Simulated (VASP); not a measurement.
# Tl (I4/mmm) in VASP: single point with PBEsol

Aim: the single point of Tl with PBEsol.

All numbers are computed with VASP 6.6.1; they aren't measurements. Logs are shortened: lines on timing, memory, paths and dates and some standing lists are left out, and cuts for length are marked.

## Step 1: The cell of the first run

Symmetry: I4/mmm, No. 139, tetragonal system. Conventional cell: a = 3.593 Å, b = 3.593 Å, c = 4.785 Å, α = 90.00°, β = 90.00°, γ = 90.00°. Within 4.6 Å of Tl (site symmetry 4/mmm) lie 12 Tl at 3.49 to 3.59 Å.

## Step 2: Single point, PBEsol (strain +0.030 along x and y, -0.030 along z)

File INCAR:

```
PREC = Accurate ; ENCUT = 520
EDIFF = 1E-7 ; ISMEAR = 0
SIGMA = 0.15 ; LREAL = F
LASPH = T ; NELM = 60
ALGO = Fast ; ISIF = 2
LWAVE = F ; LCHARG = T
GGA = PS ; LELF = T
LVHAR = T ; NBANDS = 12
```

File KPOINTS:

```
Automatic mesh
0
Gamma
  16 16 16
```

File POSCAR:

```
Tl
1.0
    0.0000000000      2.5403314700      2.3923509960
    2.5403314700      0.0000000000      2.3923509960
    2.5403314700      2.5403314700      0.0000000000
Tl
1
Direct
    0.0000000000      0.0000000000      0.0000000000
```

Potentials or basis: VASP PAW PBE potentials, release 64 (Tl_d).

Launch:

```bash
$ cat potpaw_PBE.64/Tl_d/POTCAR > POTCAR
$ mpirun -np 1 vasp_std > vasp.out
```

OUTCAR:

```text
PREC = Accurate
   ENCUT = 520
   EDIFF = 1E-7
   ISMEAR = 0
   LREAL = F
   LASPH = T
   NELM = 60
   ISIF = 2
   GGA = PS

 ion  position               nearest neighbor table
   1  0.000  0.000  0.000-

  LATTYP: Found a body centered tetragonal cell.
 ALAT       =     3.5925712178
 C/A-ratio  =     1.3318321898

  Lattice vectors:

 A1 = (   0.0000000000,  -2.5403314700,  -2.3923509960)
 A2 = (   0.0000000000,   2.5403314700,  -2.3923509960)
 A3 = (   2.5403314700,   0.0000000000,   2.3923509960)

Analysis of symmetry for initial positions (statically):
=====================================================================
 Subroutine PRICEL returns:
 Original cell was already a primitive cell.

 Routine SETGRP: Setting up the symmetry group for a
 body centered tetragonal supercell.

 Subroutine GETGRP returns: Found 16 space group operations
 (whereof 16 operations were pure point group operations)
 out of a pool of 16 trial point group operations.

The static configuration has the point symmetry D_4h.

Analysis of symmetry for dynamics (positions and initial velocities):
=====================================================================
 Subroutine PRICEL returns:
 Original cell was already a primitive cell.

 Routine SETGRP: Setting up the symmetry group for a
 body centered tetragonal supercell.

 Subroutine GETGRP returns: Found 16 space group operations
 (whereof 16 operations were pure point group operations)
 out of a pool of 16 trial point group operations.

The dynamic configuration has the point symmetry D_4h.

 Subroutine INISYM returns: Found 16 space group operations
 (whereof 16 operations are pure point group operations),
 and found     1 'primitive' translations

----------------------------------------------------------------------------------------

                                     Primitive cell

  volume of cell :      30.8770

  direct lattice vectors                    reciprocal lattice vectors
     0.000000000  2.540331470  2.392350996    -0.196824708  0.196824708  0.208999432
     2.540331470  0.000000000  2.392350996     0.196824708 -0.196824708  0.208999432
     2.540331470  2.540331470  0.000000000     0.196824708  0.196824708 -0.208999432

  length of vectors
     3.489502438  3.489502438  3.592571218     0.348081448  0.348081448  0.348081448

  position of ions in fractional coordinates (direct lattice)
     0.000000000  0.000000000  0.000000000

  ion indices of the primitive-cell ions
   primitive index   ion index
                 1           1

----------------------------------------------------------------------------------------

 KPOINTS: Automatic mesh

Automatic generation of k-mesh.
 Grid dimensions read from file:
 generate k-points for:   16   16   16

 Generating k-lattice:

  Cartesian coordinates                     Fractional coordinates (reciprocal lattice)
    -0.012301544  0.012301544  0.013062465     0.062500000  0.000000000  0.000000000
     0.012301544 -0.012301544  0.013062465     0.000000000  0.062500000  0.000000000
     0.012301544  0.012301544 -0.013062465     0.000000000  0.000000000  0.062500000

  Length of vectors
     0.021755090  0.021755090  0.021755090

  Shift w.r.t. Gamma in fractional coordinates (k-lattice)
     0.000000000  0.000000000  0.000000000

 Subroutine IBZKPT returns following result:
 ===========================================

 Found    349 irreducible k-points:

 Following reciprocal coordinates:
            Coordinates               Weight
  0.000000  0.000000  0.000000      1.000000
  0.062500  0.000000  0.000000      8.000000
  0.125000  0.000000  0.000000      8.000000
  0.187500  0.000000  0.000000      8.000000
  0.250000  0.000000  0.000000      8.000000
  0.312500  0.000000  0.000000      8.000000
[... 16 lines left out ...]
 -0.125000  0.062500  0.000000      8.000000
 -0.062500  0.062500  0.000000      4.000000
 [... further k-points ...]
   k-points           NKPTS =    349   k-points in BZ     NKDIM =    349   number of bands    NBANDS=     12
   number of dos      NEDOS =    301   number of ions     NIONS =      1
   total plane-waves  NPLWV =  21952
   dimension x,y,z NGX =    28 NGY =   28 NGZ =   28
   dimension x,y,z NGXF=    56 NGYF=   56 NGZF=   56
   ions per type =               1
   NGX,Y,Z   is equivalent  to a cutoff of  13.34, 13.34, 12.96 a.u.
   NGXF,Y,Z  is equivalent  to a cutoff of  26.68, 26.68, 25.91 a.u.
 SYSTEM =  unknown system
   PREC   = accura    normal or accurate (medium, high low for compatibility)
   ISTART =      0    job   : 0-new  1-cont  2-samecut
   ICHARG =      2    charge: 1-file 2-atom 10-const
   ISPIN  =      1    spin polarized calculation?
   LNONCOLLINEAR =      F non collinear calculations
   LSORBIT =      F    spin-orbit coupling
   LASPH  =      T    aspherical Exc in radial PAW
   ENCUT  =  520.0 eV  38.22 Ry    6.18 a.u.   6.49  6.49  6.68*2*pi/ulx,y,z
   NELM   =     60;   NELMIN=  2; NELMDL= -5     # of ELM steps
   EDIFF  = 0.1E-06   stopping-criterion for ELM
   LREAL  =      F    real-space projection
   EDIFFG = 0.1E-05   stopping-criterion for IOM
   NSW    =      0    number of steps for IOM
   IBRION =     -1    ionic relax: 0-MD 1-quasi-New 2-CG
   NFREE  =      0    steps in history (QN), initial steepest desc. (CG)
   ISIF   =      2    stress and relaxation
   ISYM   =      2    0-nonsym 1-usesym 2-fastsym
   POTIM  = 0.5000    time-step for ionic-motion
   TEBEG  =    0.0;   TEEND  =   0.0 temperature during run
   PSTRESS=    0.0 pullay stress
   NELECT =      13.0000    total number of electrons
   NUPDOWN=      -1.0000    fix difference up-down
   EMIN   =  10.00;   EMAX   =-10.00  energy-range for DOS
   EFERMI =   0.00;   METHOD = LEGACY
   ISMEAR =     0;   SIGMA  =   0.15  broadening in eV -4-tet -1-fermi 0-gaus
   EFERMI_NEDOS =   21; number of points for ismear=-14 and -15
   IALGO  =     68    algorithm
   IMIX   =      4    mixing-type and parameters
     AMIX     =   0.40;   BMIX     =  1.00
     AMIX_MAG =   1.60;   BMIX_MAG =  1.00
  volume/ion in A,a.u.               =      30.88       208.37
  Fermi-wavevector in a.u.,A,eV,Ry     =   1.226999  2.318691 20.483918  1.505526
  Thomas-Fermi vector in A             =   2.361978
   LORBIT       =      0    0 simple, 1 ext, 2 COOP (PROOUT), +10 PAW based schemes
   GGA     = PS    functional components
   LHFCALC =     F    Hartree Fock is set to
   AEXX    =    0.0000 exact exchange contribution
   IVDW    =     0    specifies the selected vdW correction
   LEPSILON=     F    determine dielectric tensor
   LRPA    =     F    only Hartree local field effects (RPA)
 non-spin polarized calculation
 RMM-DIIS sequential band-by-band and
 Gauss-broadening in eV      SIGMA  =   0.15
  energy-cutoff  :      520.00
  volume of cell :       30.88
 maximum number of plane-waves:       852
 NGX is ok and might be reduce to    28
   NGX = 13   NGY = 13   NGZ = 13

 number of electron      13.0000003 magnetization

 Free energy of the ion-electron system (eV)
  ---------------------------------------------------
  ext. energy  EPLUGINS =         0.00000000
  ---------------------------------------------------
  free energy    TOTEN  =        -2.59679020 eV

  energy without entropy =       -2.58852831  energy(sigma->0) =       -2.59265925

 E-fermi :   5.5473     XC(G=0):  -9.9888

 val. band max:        5.5461290713   @ k =  -0.2500   0.1250   0.3125
 cond. band min:       5.5543043260   @ k =  -0.3750   0.3750   0.2500
 fundamental gap:      0.0081752547
 Fermi energy:         5.5472613087

 k-point     1 :       0.0000    0.0000    0.0000
  band No.  band energies     occupation
      1      -5.8738      2.00000
      2      -5.8738      2.00000
      3      -5.7710      2.00000
      4      -5.6620      2.00000
      5      -5.5666      2.00000
      6      -3.9528      2.00000
      7      15.1583      0.00000
      8      15.3029      0.00000
      9      15.3029      0.00000
     10      16.4569      0.00000
     11      18.9964      0.00000
     12      19.9566      0.00000

 k-point     2 :       0.0625    0.0000    0.0000
  band No.  band energies     occupation
      1      -5.8710      2.00000
      2      -5.8645      2.00000
      3      -5.7677      2.00000
      4      -5.6615      2.00000
      5      -5.5695      2.00000
      6      -3.8747      2.00000
      7      14.2521      0.00000
      8      15.1436      0.00000
      9      15.1792      0.00000
     10      16.3663      0.00000
     11      19.3547      0.00000
     12      20.1347      0.00000

 k-point     3 :       0.1250    0.0000    0.0000
  band No.  band energies     occupation
      1      -5.8686      2.00000
      2      -5.8429      2.00000
      3      -5.7576      2.00000
      4      -5.6549      2.00000
      5      -5.5751      2.00000
      6      -3.6374      2.00000
      7      12.3641      0.00000
      8      14.8521      0.00000
      9      14.9464      0.00000
     10      16.2792      0.00000
     11      19.4574      0.00000
     12      20.0475      0.00000
[... 286 lines left out ...]
 k-point    23 :      -0.1250    0.0625    0.0000
  band No.  band energies     occupation
      1      -5.8788      2.00000
      2      -5.8277      2.00000
      3      -5.7370      2.00000
      4      -5.6720      2.00000
      5      -5.5615      2.00000
      6      -3.4682      2.00000
      7      11.8134      0.00000
      8      13.6444      0.00000
      9      15.2636      0.00000
     10      16.5649      0.00000
     11      18.5071      0.00000
     12      19.3044      0.00000

 k-point    24 :      -0.0625    0.0625    0.0000
  band No.  band energies     occupation
      1      -5.8770      2.00000
      2      -5.8527      2.00000
      3      -5.7497      2.00000
      4      -5.6702      2.00000
      5      -5.5655      2.00000
      6      -3.7520      2.00000
      7      13.5725      0.00000
      8      14.1700      0.00000
      9      15.3860      0.00000
     10      16.4525      0.00000
     11      19.1838      0.00000
     12      19.9152      0.00000

 [... further k-points ...]

------------------------ aborting loop because EDIFF is reached ----------------------------------------

  FORCE on cell =-STRESS in cart. coord.  units (eV):
  Direction    XX          YY          ZZ          XY          YZ          ZX
  --------------------------------------------------------------------------------------
  -------------------------------------------------------------------------------------
  Total       -0.4971714     -0.4971714     -0.4639340      0.0000000      0.0000000      0.0000000
  in kB      -25.7977036    -25.7977036    -24.0730492      0.0000000      0.0000000      0.0000000
  external PRESSURE =     -25.2228188 kB  Pullay stress =       0.0000000 kB

 VOLUME and BASIS-vectors are now :
 -----------------------------------------------------------------------------
  energy-cutoff  :      520.00
  volume of cell :       30.88
      direct lattice vectors                 reciprocal lattice vectors
     0.000000000  2.540331470  2.392350996    -0.196824708  0.196824708  0.208999432
     2.540331470  0.000000000  2.392350996     0.196824708 -0.196824708  0.208999432
     2.540331470  2.540331470  0.000000000     0.196824708  0.196824708 -0.208999432

 POSITION                                       TOTAL-FORCE (eV/Angst)
 -----------------------------------------------------------------------------------
      0.00000      0.00000      0.00000        -0.000000      0.000000      0.000000
 -----------------------------------------------------------------------------------
    total drift:                               -0.000000     -0.000000     -0.000000

  FREE ENERGIE OF THE ION-ELECTRON SYSTEM (eV)
  ---------------------------------------------------
  free  energy   TOTEN  =        -2.5967901997 eV

  energy  without entropy=       -2.5885283070  energy(sigma->0) =       -2.59265925
```

Wall time 2.9 min (1 thread of Intel Xeon 8259CL, shared host); peak memory 0.25 GiB.

Results:

```yaml
Free_energy: -2.5968 eV
Pressure: -2.5 GPa
Band_gap_on_the_k_mesh: zero (an odd number of electrons rules out a gap without spin polarisation)
```

Stress tensor (GPa, compression positive):
```
-2.58  0.00  0.00
 0.00 -2.58  0.00
 0.00  0.00 -2.41
```

Caveat: the cell differs from its parent crystal (strain +0.030 along x and y, -0.030 along z); the PAW data sets were made with another functional, which shifts forces and pressure a little; spin-orbit coupling is left out, which moves the levels of the heavy elements.
